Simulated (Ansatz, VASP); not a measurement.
# One calculation of HfO3, two programs

File INCAR:

```
PREC = Accurate
ENCUT = 520
EDIFF = 1E-8
ISMEAR = 0
SIGMA = 0.01
LREAL = F
LASPH = T
NELM = 80
ALGO = Normal
ISIF = 2
LWAVE = F
LCHARG = F
GGA = PE
LEFG = T
NBANDS = 38
```

The input KPOINTS:

```
Automatic mesh
0
Gamma
  6 8 4
```

File POSCAR:

```
HfO3
1.0
    4.0844452609      0.0000000000      0.0490195706
    0.0000000000      3.2383576773      0.0000000000
   -0.8697825272      0.0000000000      7.8487562416
Hf O
2 6
Direct
    0.2780131998      0.7500000000      0.6478735618
    0.7219868002      0.2500000000      0.3521264382
    0.8773455394      0.7500000000      0.2010264749
    0.1226544606      0.2500000000      0.7989735251
    0.2420917323      0.2500000000      0.4579619055
    0.7579082677      0.7500000000      0.5420380945
    0.4903536051      0.2500000000      0.7994497701
    0.5096463949      0.7500000000      0.2005502299
```

Input for Ansatz:

```yaml
crystal:
  lattice:
    - [4.0844452609, 0.0, 0.0490195706]
    - [0.0, 3.2383576773, 0.0]
    - [-0.8697825272, 0.0, 7.8487562416]
  atoms:
    - { symbol: Hf, position: [0.2780131998, 0.75, 0.6478735618] }
    - { symbol: Hf, position: [0.7219868002, 0.25, 0.3521264382] }
    - { symbol: O, position: [0.8773455394, 0.75, 0.2010264749] }
    - { symbol: O, position: [0.1226544606, 0.25, 0.7989735251] }
    - { symbol: O, position: [0.2420917323, 0.25, 0.4579619055] }
    - { symbol: O, position: [0.7579082677, 0.75, 0.5420380945] }
    - { symbol: O, position: [0.4903536051, 0.25, 0.7994497701] }
    - { symbol: O, position: [0.5096463949, 0.75, 0.2005502299] }
basis:
  ecutwfc: 420
kpoints:
  mp_grid: { grid: [6, 8, 4] }
hamiltonian:
  xc: pbe
scf:
  occupations: { method: fixed }
output:
  forces: true
  stress: true
  eigenvalues: true
  efg: {}
checkpoint:
  read: start.run
  write: ck
  compress: false
  write_wavefunctions: false
  write_every: 100000
```

Alike in both runs: task electric field gradients; functional PBE; k mesh 6 × 8 × 4; no spin polarisation.

|  | VASP | Ansatz |
| --- | --- | --- |
| version | VASP 6.6.1 | Ansatz 0.2.0 |
| potentials or method | VASP PAW PBE potentials, release 64 (Hf_pv, O), cutoff 520 eV | scalar-relativistic, plane waves, PAW |
| occupations | gaussian, width 0.01 eV | fixed |
| valence electrons in the cell | 56 | 88 |

|  | VASP | Ansatz | Ansatz less VASP |
| --- | --- | --- | --- |
| gap on the k mesh at the Fermi level (eV) | 3.37 | 3.39 | +0.026 |
| least direct gap on the mesh (eV) | 3.68 | 3.70 | +0.017 |
| pressure (GPa) | -1.9 | 0.0 | +1.91 |
| traceless stress, the component that is largest in VASP (GPa) | 1.10 | 0.00 | -1.104 |
| rms of the force components (eV/Å) | 0.082 | 0.000 | -0.0819 |
| size of Vzz on the site where it differs most (V/Å²) | 146.0 | 182.6 | +36.64 |

Atom by atom the forces differ by 0.082 eV/Å (rms over components). VASP's potentials hold 56 valence electrons a cell and Ansatz's 88, so a difference there can come from the potentials and not from the codes.

Spin-orbit coupling is off throughout.
